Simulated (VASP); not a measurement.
# Ta2NbO2 (P6/mmm) in VASP: notebook

Runs on Ta2NbO2. Level: PBE. Tasks: single point.

Everything below comes from runs of VASP 6.6.1. Logs are shortened: lines on timing, memory, paths and dates and some standing lists are left out, and cuts for length are marked.

**1. The cell of the first run**

The structure is hexagonal, space group P6/mmm (No. 191). Conventional cell: a = 4.692 Å, b = 4.692 Å, c = 3.586 Å, α = 90.00°, β = 90.00°, γ = 120.00°. Ta (site symmetry -6m2) has 2 O at 1.79 Å within 2.4 Å. Nb (site symmetry 6/mmm) has 6 O at 2.71 Å and 12 Ta at 3.25 Å and 2 Nb at 3.59 Å within 3.6 Å. O (site symmetry -6m2) has 2 Ta at 1.79 Å within 2.4 Å.

**2. Single point, PBE**

File INCAR:

```
ALGO = Normal
EDIFF = 1E-6
ENCUT = 520
GGA = PE
ISIF = 2
ISMEAR = 0
LASPH = True
LCHARG = False
LREAL = False
LWAVE = False
NBANDS = 32
NELM = 100
PREC = Accurate
SIGMA = 0.1
```

File KPOINTS:

```
k-points
0
Gamma
  6 6 6
```

File POSCAR:

```
Ta2NbO2
1.0
    4.6921091600      0.0000000000      0.0000000000
   -2.3460545800      4.0634857300      0.0000000000
    0.0000000000      0.0000000000      3.5857735900
Ta Nb O
2 1 2
Direct
    0.3333333300      0.6666666700      0.5000000000
    0.6666666700      0.3333333300      0.5000000000
    0.0000000000      0.0000000000      0.0000000000
    0.3333333300      0.6666666700      0.0000000000
    0.6666666700      0.3333333300      0.0000000000
```

Potentials or basis: VASP PAW PBE potentials, release 64 (Ta_pv, Nb_sv, O).

On the command line:

```sh
> cat potpaw_PBE.64/Ta_pv/POTCAR potpaw_PBE.64/Nb_sv/POTCAR potpaw_PBE.64/O/POTCAR > POTCAR
> mpirun -np 1 vasp_std > vasp.out
```

OUTCAR:

```text
EDIFF = 1E-6
   ENCUT = 520
   GGA = PE
   ISIF = 2
   ISMEAR = 0
   LASPH = True
   LREAL = False
   NELM = 100
   PREC = Accurate

 ion  position               nearest neighbor table
   1  0.333  0.667  0.500-   4 1.79   4 1.79   2 2.71   2 2.71   2 2.71   3 3.25   3 3.25   3 3.25
                             3 3.25   3 3.25   3 3.25
   2  0.667  0.333  0.500-   5 1.79   5 1.79   1 2.71   1 2.71   1 2.71   3 3.25   3 3.25   3 3.25
                             3 3.25   3 3.25   3 3.25
   3  0.000  0.000  0.000-   1 3.25   2 3.25   1 3.25   2 3.25   2 3.25   2 3.25   1 3.25   1 3.25
                             2 3.25   2 3.25   1 3.25   1 3.25
   4  0.333  0.667  0.000-   1 1.79   1 1.79
   5  0.667  0.333  0.000-   2 1.79   2 1.79

  LATTYP: Found a hexagonal cell.
 ALAT       =     4.6921091600
 C/A-ratio  =     0.7642135909

  Lattice vectors:

 A1 = (   4.6921091600,   0.0000000000,   0.0000000000)
 A2 = (  -2.3460545800,   4.0634857300,   0.0000000000)
 A3 = (   0.0000000000,   0.0000000000,   3.5857735900)

Analysis of symmetry for initial positions (statically):
=====================================================================
 Subroutine PRICEL returns:
 Original cell was already a primitive cell.

 Routine SETGRP: Setting up the symmetry group for a
 hexagonal supercell.

 Subroutine GETGRP returns: Found 24 space group operations
 (whereof 24 operations were pure point group operations)
 out of a pool of 24 trial point group operations.

The static configuration has the point symmetry D_6h.

Analysis of symmetry for dynamics (positions and initial velocities):
=====================================================================
 Subroutine PRICEL returns:
 Original cell was already a primitive cell.

 Routine SETGRP: Setting up the symmetry group for a
 hexagonal supercell.

 Subroutine GETGRP returns: Found 24 space group operations
 (whereof 24 operations were pure point group operations)
 out of a pool of 24 trial point group operations.

The dynamic configuration has the point symmetry D_6h.

 Subroutine INISYM returns: Found 24 space group operations
 (whereof 24 operations are pure point group operations),
 and found     1 'primitive' translations

----------------------------------------------------------------------------------------

                                     Primitive cell

  volume of cell :      68.3675

  direct lattice vectors                    reciprocal lattice vectors
[... 90 lines left out ...]
   LASPH  =      T    aspherical Exc in radial PAW
   ENCUT  =  520.0 eV  38.22 Ry    6.18 a.u.   8.72  8.72  6.67*2*pi/ulx,y,z
   NELM   =    100;   NELMIN=  2; NELMDL= -5     # of ELM steps
   EDIFF  = 0.1E-05   stopping-criterion for ELM
   LREAL  =      F    real-space projection
   EDIFFG = 0.1E-04   stopping-criterion for IOM
   NSW    =      0    number of steps for IOM
   IBRION =     -1    ionic relax: 0-MD 1-quasi-New 2-CG
   NFREE  =      0    steps in history (QN), initial steepest desc. (CG)
   ISIF   =      2    stress and relaxation
   ISYM   =      2    0-nonsym 1-usesym 2-fastsym
   POTIM  = 0.5000    time-step for ionic-motion
   TEBEG  =    0.0;   TEEND  =   0.0 temperature during run
   PSTRESS=    0.0 pullay stress
   NELECT =      47.0000    total number of electrons
   NUPDOWN=      -1.0000    fix difference up-down
   EMIN   =  10.00;   EMAX   =-10.00  energy-range for DOS
   EFERMI =   0.00;   METHOD = LEGACY
   ISMEAR =     0;   SIGMA  =   0.10  broadening in eV -4-tet -1-fermi 0-gaus
   EFERMI_NEDOS =   21; number of points for ismear=-14 and -15
   IALGO  =     38    algorithm
   IMIX   =      4    mixing-type and parameters
     AMIX     =   0.40;   BMIX     =  1.00
     AMIX_MAG =   1.60;   BMIX_MAG =  1.00
  volume/ion in A,a.u.               =      13.67        92.27
  Fermi-wavevector in a.u.,A,eV,Ry     =   1.444855  2.730380 28.403597  2.087605
  Thomas-Fermi vector in A             =   2.563103
   LORBIT       =      0    0 simple, 1 ext, 2 COOP (PROOUT), +10 PAW based schemes
   GGA     = PE    functional components
   LHFCALC =     F    Hartree Fock is set to
   AEXX    =    0.0000 exact exchange contribution
   IVDW    =     0    specifies the selected vdW correction
   LEPSILON=     F    determine dielectric tensor
   LRPA    =     F    only Hartree local field effects (RPA)
 non-spin polarized calculation
 Gauss-broadening in eV      SIGMA  =   0.10
  energy-cutoff  :      520.00
  volume of cell :       68.37
 maximum number of plane-waves:      1852
 NGX is ok and might be reduce to    36
   NGX = 17   NGY = 17   NGZ = 13

 number of electron      46.9999997 magnetization

 Free energy of the ion-electron system (eV)
  ---------------------------------------------------
  ext. energy  EPLUGINS =         0.00000000
  ---------------------------------------------------
  free energy    TOTEN  =       -45.46438736 eV

  energy without entropy =      -45.44196742  energy(sigma->0) =      -45.45317739

 E-fermi :   8.1268     XC(G=0): -12.3287

 val. band max:        8.0917681055   @ k =   0.5000   0.0000   0.0000
 cond. band min:       8.1664654332   @ k =   0.1667   0.0000   0.3333
 fundamental gap:      0.0746973277
 Fermi energy:         8.1268022105

 k-point     1 :       0.0000    0.0000    0.0000
  band No.  band energies     occupation
      1     -47.8807      2.00000
      2     -27.0894      2.00000
      3     -26.8632      2.00000
      4     -26.5816      2.00000
      5     -26.5816      2.00000
      6     -25.7356      2.00000
[... 829 lines left out ...]
     31      12.1654      0.00000
     32      14.2061      0.00000

 [... further k-points ...]
[... 5 lines left out ...]
  --------------------------------------------------------------------------------------
  -------------------------------------------------------------------------------------
  Total        2.1924115      2.1924115     52.7324374      0.0000000      0.0000000      0.0000000
  in kB       51.3786792     51.3786792   1235.7730451      0.0000000      0.0000000      0.0000000
  external PRESSURE =     446.1768012 kB  Pullay stress =       0.0000000 kB

 VOLUME and BASIS-vectors are now :
 -----------------------------------------------------------------------------
  energy-cutoff  :      520.00
  volume of cell :       68.37
      direct lattice vectors                 reciprocal lattice vectors
     4.692109160  0.000000000  0.000000000     0.213123771  0.123047067  0.000000000
    -2.346054580  4.063485730  0.000000000     0.000000000  0.246094134  0.000000000
     0.000000000  0.000000000  3.585773590     0.000000000  0.000000000  0.278879850

 POSITION                                       TOTAL-FORCE (eV/Angst)
 -----------------------------------------------------------------------------------
     -0.00000      2.70899      1.79289        -0.000000      0.000000     -0.000000
      2.34605      1.35450      1.79289         0.000000      0.000000      0.000000
      0.00000      0.00000      0.00000         0.000000      0.000000      0.000000
     -0.00000      2.70899      0.00000         0.000000     -0.000000      0.000000
      2.34605      1.35450      0.00000        -0.000000      0.000000     -0.000000
 -----------------------------------------------------------------------------------
    total drift:                               -0.000000      0.000000     -0.000000

  FREE ENERGIE OF THE ION-ELECTRON SYSTEM (eV)
  ---------------------------------------------------
  free  energy   TOTEN  =       -45.4643873636 eV

  energy  without entropy=      -45.4419674198  energy(sigma->0) =      -45.45317739
```

OSZICAR:

```text
N       E                     dE             d eps       ncg     rms          rms(c)
DAV:   1     0.503632725583E+03    0.50363E+03   -0.25708E+04  1792   0.152E+03
DAV:   2    -0.168884534557E+02   -0.52052E+03   -0.49721E+03  2080   0.512E+02
DAV:   3    -0.496402379602E+02   -0.32752E+02   -0.31599E+02  2536   0.119E+02
DAV:   4    -0.512879936692E+02   -0.16478E+01   -0.16265E+01  2832   0.251E+01
DAV:   5    -0.513161953403E+02   -0.28202E-01   -0.28135E-01  2472   0.271E+00    0.449E+01
DAV:   6    -0.479447600946E+02    0.33714E+01   -0.28905E+01  2416   0.305E+01    0.240E+01
DAV:   7    -0.472453394295E+02    0.69942E+00   -0.17212E+01  2680   0.332E+01    0.168E+01
DAV:   8    -0.455344468183E+02    0.17109E+01   -0.26750E+00  2392   0.974E+00    0.910E+00
DAV:   9    -0.454950514049E+02    0.39395E-01   -0.61976E-01  2840   0.425E+00    0.146E+00
DAV:  10    -0.454641312285E+02    0.30920E-01   -0.10091E-01  2552   0.161E+00    0.360E-01
DAV:  11    -0.454645515021E+02   -0.42027E-03   -0.31431E-03  2360   0.350E-01    0.210E-01
DAV:  12    -0.454644202756E+02    0.13123E-03   -0.16003E-03  2544   0.232E-01    0.447E-02
DAV:  13    -0.454643908563E+02    0.29419E-04   -0.96954E-05  2640   0.657E-02    0.197E-02
DAV:  14    -0.454643865125E+02    0.43438E-05   -0.20695E-05  2384   0.286E-02    0.580E-03
DAV:  15    -0.454643873636E+02   -0.85115E-06   -0.17948E-06  1784   0.840E-03
   1 F= -.45464387E+02 E0= -.45453177E+02  d E =-.224199E-01
```

stdout:

```text
POSCAR found type information on POSCAR TaNbO
 POSCAR found :  3 types and       5 ions
 scaLAPACK will be used
 LDA part: xc-table for (Slater+PW92), standard interpolation
 POSCAR, INCAR and KPOINTS ok, starting setup
 FFT: planning ... GRIDC
 FFT: planning ... GRID_SOFT
 FFT: planning ... GRID
 WAVECAR not read
 entering main loop
```

Run time: 43 s. Hardware: 1 thread of AMD EPYC 9R45 (Zen 5), shared host; peak memory 0.18 GiB.

Results:

| Quantity | Value |
| --- | --- |
| Free energy | -45.4644 eV |
| Pressure | 44.6 GPa |

Caveat: spin-orbit coupling is left out, which moves the levels of the heavy elements; an odd number of electrons without spin polarisation forces a metal; a magnetic or distorted state may lie lower.

**3. Single point, PBE**

This run uses another cell than the first one, of 14.53 Å³/atom, 1.062 times its volume.

File INCAR:

```
  PREC = Accurate
  ENCUT = 520
  EDIFF = 1E-6
  ISMEAR = 0
  SIGMA = 0.1
  LREAL = F
  LASPH = T
  NELM = 100
  ALGO = Normal
  ISIF = 2
  LWAVE = F
  LCHARG = F
  GGA = PE
  NBANDS = 32
```

File KPOINTS:

```
Automatic mesh
0
Gamma
  6 6 6
```

File POSCAR:

```
Ta2NbO2
1.0
    4.5955864129      0.0000000000      0.0000000000
   -2.2977932064      3.9798945788      0.0000000000
    0.0000000000      0.0000000000      3.9714467556
Ta Nb O
2 1 2
Direct
    0.3333333333      0.6666666667      0.5000000000
    0.6666666667      0.3333333333      0.5000000000
    0.0000000000      0.0000000000      0.0000000000
    0.3333333333      0.6666666667      0.0000000000
    0.6666666667      0.3333333333      0.0000000000
```

Potentials or basis: VASP PAW PBE potentials, release 64 (Ta_pv, Nb_sv, O).

On the command line:

```sh
> cat potpaw_PBE.64/Ta_pv/POTCAR potpaw_PBE.64/Nb_sv/POTCAR potpaw_PBE.64/O/POTCAR > POTCAR
> mpirun -np 1 vasp_std > vasp.out
```

It took 43 s on 1 thread of AMD EPYC 9R45 (Zen 5), shared host; peak memory 0.19 GiB.

The run converged. Its results:

```
Free energy : -47.8271 eV
Pressure    : 0.3 GPa
```

Stress tensor (GPa, compression positive):
```
-0.08  0.00  0.00
 0.00 -0.08  0.00
 0.00  0.00  0.93
```

Levels at points of the mesh, in eV from the Fermi level:
| k point | band 21 | band 22 | band 23 | band 24 | band 25 | band 26 |
| --- | --- | --- | --- | --- | --- | --- |
| (0.00, 0.00, 0.00) | -1.02 | -0.94 | -0.94 | -0.38 | -0.38 | 0.03 |
| (0.50, 0.00, 0.00) | -2.47 | -2.04 | -1.49 | -0.82 | -0.52 | 0.56 |
| (0.00, 0.00, 0.50) | -2.56 | 0.43 | 0.43 | 0.72 | 1.29 | 1.42 |
| (0.50, 0.00, 0.50) | -2.27 | -0.89 | -0.27 | -0.25 | 0.61 | 0.84 |

Caveat: spin-orbit coupling is left out, which moves the levels of the heavy elements; an odd number of electrons without spin polarisation forces a metal; a magnetic or distorted state may lie lower.

**4. Single point, PBE**

This run uses another cell than the first one, of 14.53 Å³/atom, 1.062 times its volume.

File INCAR:

```
  PREC = Accurate
  ENCUT = 600
  EDIFF = 1E-6
  ISMEAR = 0
  SIGMA = 0.1
  LREAL = F
  LASPH = T
  NELM = 120
  ALGO = Normal
  ISIF = 2
  LWAVE = F
  LCHARG = F
  GGA = PE
  NBANDS = 34
  GGA_COMPAT = F
```

KPOINTS is that of step 3.

POSCAR is that of step 3.

Potentials or basis: VASP PAW PBE potentials, release 64 (Ta_sv_GW, Nb_sv, O).

On the command line:

```sh
> cat potpaw_PBE.64/Ta_sv_GW/POTCAR potpaw_PBE.64/Nb_sv/POTCAR potpaw_PBE.64/O/POTCAR > POTCAR
> mpirun -np 1 vasp_std > vasp.out
```

Wall time 1.9 min (1 thread of AMD EPYC 9R45 (Zen 5), shared host); peak memory 0.24 GiB.

Results (log left out):

| Quantity | Value |
| --- | --- |
| Free energy | -52.8573 eV |
| Pressure | -0.2 GPa |

Stress tensor (GPa, compression positive):
```
-0.42  0.00  0.00
 0.00 -0.42  0.00
 0.00  0.00  0.25
```

Levels at points of the mesh, in eV from the Fermi level:
| k point | band 22 | band 23 | band 24 | band 25 | band 26 | band 27 | band 28 | band 29 |
| --- | --- | --- | --- | --- | --- | --- | --- | --- |
| (0.00, 0.00, 0.00) | -1.02 | -1.02 | -0.94 | -0.94 | -0.38 | -0.38 | 0.03 | 0.64 |
| (0.50, 0.00, 0.00) | -2.59 | -2.47 | -2.03 | -1.49 | -0.82 | -0.52 | 0.56 | 0.78 |
| (0.00, 0.00, 0.50) | -2.56 | -2.56 | 0.44 | 0.44 | 0.71 | 1.29 | 1.41 | 1.41 |
| (0.50, 0.00, 0.50) | -2.64 | -2.27 | -0.89 | -0.27 | -0.24 | 0.61 | 0.84 | 1.50 |

Caveat: spin-orbit coupling is left out, which moves the levels of the heavy elements; an odd number of electrons without spin polarisation forces a metal; a magnetic or distorted state may lie lower.

**5. Overview**

```tsv
potentials or basis	cell	cutoff (eV)	second run	gap on the mesh (eV)	pressure (GPa)
VASP PAW PBE potentials, release 64 (Ta_pv, Nb_sv, O)	a = 4.692, b = 4.692, c = 3.586 Å, angles 90.0, 90.0, 120.0°, 5 atoms	520	-	none	44.6
VASP PAW PBE potentials, release 64 (Ta_pv, Nb_sv, O)	a = 4.596, b = 4.596, c = 3.971 Å, angles 90.0, 90.0, 120.0°, 5 atoms	520	-	none	0.3
VASP PAW PBE potentials, release 64 (Ta_sv_GW, Nb_sv, O)	a = 4.596, b = 4.596, c = 3.971 Å, angles 90.0, 90.0, 120.0°, 5 atoms	600	valence_matched	none	-0.2
```

Alike in all rows: task single point; level PBE; no spin polarisation; k mesh 6 × 6 × 6; smearing gaussian 0.1 eV.

Caveats: spin-orbit coupling is left out, which moves the levels of the heavy elements; an odd number of electrons without spin polarisation forces a metal; a magnetic or distorted state may lie lower.

Absolute energies hang on the potentials; compare differences alone.
